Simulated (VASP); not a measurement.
Here is a VASP 6.6.1 calculation.

Contents of INCAR:

```
PREC = Accurate
ENCUT = 600
EDIFF = 1E-7
ISMEAR = 0
SIGMA = 0.1
LREAL = F
LASPH = T
NELM = 200
ALGO = Normal
ISIF = 3
LWAVE = F
LCHARG = F
GGA = PE
IBRION = 2
NSW = 90
EDIFFG = -0.04
GGA_COMPAT = F
NELMIN = 4
LMAXMIX = 6
```

Contents of KPOINTS:

```
regular mesh
0
Gamma
  4 4 4
```

File POSCAR:

```
PrBiC
1.0
    3.7921047000      0.0000000000      0.0000000000
    0.0000000000      3.7921047000      0.0000000000
    0.0000000000      0.0000000000      6.2864348700
Pr Bi C
1 1 1
Direct
    0.5000000000      0.5000000000      0.0000000000
    0.5000000000      0.5000000000      0.5000000000
    0.0000000000      0.0000000000      0.0000000000
```

Potentials or basis: VASP PAW PBE potentials, release 64 (Pr_3, Bi_d, C), 4f in core.

Launch:

```sh
$ cat potpaw_PBE.64/Pr_3/POTCAR potpaw_PBE.64/Bi_d/POTCAR potpaw_PBE.64/C/POTCAR > POTCAR
$ mpirun -np 1 vasp_std > vasp.out
```

(1) Estimate the band gap on the k mesh.

(2) Estimate the relaxed cell.

(3) What does it give for the relaxed volume?

Answers

(1) zero (bands 15 and 16 overlap by 2.05 eV).

(2) a = 3.580 Å, b = 3.580 Å, c = 6.652 Å, α = 90.00°, β = 90.00°, γ = 90.00°.

(3) 28.42 Å³/atom.

Caveat: the k points lie up to 0.44 Å⁻¹ apart in the final cell, too coarse for converged energies and pressures of a metal; spin-orbit coupling is left out, which moves the levels of the heavy elements; the 4f electrons are frozen in the core, so they carry no moment and show no levels.
